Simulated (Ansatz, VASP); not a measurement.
**Bi in VASP and in Ansatz**

File INCAR:

```
  PREC = Accurate
  ENCUT = 520
  EDIFF = 1E-6
  ISMEAR = -1
  SIGMA = 0.03
  LREAL = F
  LASPH = T
  NELM = 60
  ALGO = Normal
  ISIF = 2
  LWAVE = F
  LCHARG = T
  GGA = PE
  LELF = T
  LVHAR = T
  NBANDS = 22
```

KPOINTS

```
Automatic mesh
0
Gamma
  11 11 11
```

File POSCAR:

```
Bi
1.0
    2.2729996784      1.3123169762      3.8353800000
   -2.2729996784      1.3123169762      3.8353800000
    0.0000000000     -2.6246339523      3.8353800000
Bi
2
Direct
    0.2338900000      0.2338900000      0.2338900000
    0.7661100000      0.7661100000      0.7661100000
```

Input for Ansatz:

```yaml
crystal:
  lattice:
    - [2.2729996784, 1.3123169762, 3.83538]
    - [-2.2729996784, 1.3123169762, 3.83538]
    - [0.0, -2.6246339523, 3.83538]
  atoms:
    - { symbol: Bi, position: [0.23389, 0.23389, 0.23389] }
    - { symbol: Bi, position: [0.76611, 0.76611, 0.76611] }
kpoints:
  mp_grid: { grid: [11, 11, 11] }
  band_path:
    path:
      - [0.0, 0.0, 0.0]
      - [0.5, 0.5, 0.5]
      - [0.7552839571, 0.2447160429, 0.5]
      - [0.5, -0.2447160429, 0.2447160429]
      - [0.5, 0.0, 0.0]
      - [0.0, 0.0, 0.0]
      - [0.3723580214, -0.3723580214, 0.0]
      - [0.6276419786, 0.0, 0.3723580214]
      - [0.5, 0.0, 0.5]
    npoints: 5
scf:
  occupations: { method: fermi_dirac, width: 0.03 }
hamiltonian:
  xc: pbe
  pseudopotentials: { kind: all_electron, lapw: { basis_error: 0.00025 } }
output:
  forces: true
  stress: true
  eigenvalues: true
```

Change from the starting cell: zz strain of -3 %.

Alike in both runs: task single point; functional PBE; k mesh 11 × 11 × 11; occupations fermi-dirac, width 0.03 eV; no spin polarisation.

```csv
,VASP,Ansatz
version,VASP 6.6.1,Ansatz 0.2.0
potentials or method,"VASP PAW PBE potentials, release 64 (Bi_d), cutoff 520 eV","all-electron LAPW, scalar-relativistic"
```

```csv
,VASP,Ansatz,Ansatz less VASP
pressure (GPa),3.2,3.3,+0.08
"traceless stress, the component that is largest in VASP (GPa)",0.46,0.46,+0.002
rms of the force components (eV/Å),0.214,0.211,-0.0038
```

Atom by atom the forces differ by 0.004 eV/Å (rms over components). Ansatz ran all-electron here, and VASP with PAW potentials.

Neither program's run includes spin-orbit coupling.
